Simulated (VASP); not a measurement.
Input of a VASP 6.6.1 run:

POSCAR

```
KBr
1.0
    4.0434990000      0.0000000000      0.0000000000
    0.0000000000      4.0434990000      0.0000000000
    0.0000000000      0.0000000000      4.0434990000
Br K
1 1
Direct
    0.5000000000      0.5000000000      0.5000000000
    0.0000000000      0.0000000000      0.0000000000
```

Contents of INCAR.step1:

```
PREC = Accurate
ENCUT = 520
ISMEAR = 0
SIGMA = 0.15
LREAL = False
LASPH = True
NELM = 80
NBANDS = 15
GGA = PE
ALGO = Normal
EDIFF = 1E-4
LWAVE = True
LCHARG = False
```

The input INCAR.step2:

```
PREC = Accurate
ENCUT = 520
EDIFF = 1E-8
ISMEAR = 0
SIGMA = 0.15
LREAL = False
LASPH = True
NELM = 80
ALGO = Normal
ISIF = 2
LWAVE = False
LCHARG = False
METAGGA = R2SCAN
LMIXTAU = True
LEFG = True
NBANDS = 15
ISTART = 1
```

The input KPOINTS:

```
regular mesh
0
Gamma
  7 7 7
```

Potentials or basis: VASP PAW PBE potentials, release 64 (Br, K_sv).

Command:

```console
$ cat potpaw_PBE.64/Br/POTCAR potpaw_PBE.64/K_sv/POTCAR > POTCAR
$ cp INCAR.step1 INCAR
$ mpirun -np 1 vasp_std > vasp.out
$ cp INCAR.step2 INCAR
$ mpirun -np 1 vasp_std > vasp.out
```

(1) Estimate the band gap on the k mesh.

(2) What does it give for the pressure?

Answers

(1) 4.62 eV, indirect (least direct gap 4.86 eV).

(2) -0.9 GPa.

Caveat: without QUAD_EFG the Cq values of the log hold for a quadrupole moment of 1 mb, not for the nuclei; the PAW data sets were made with another functional, which shifts forces and pressure a little.
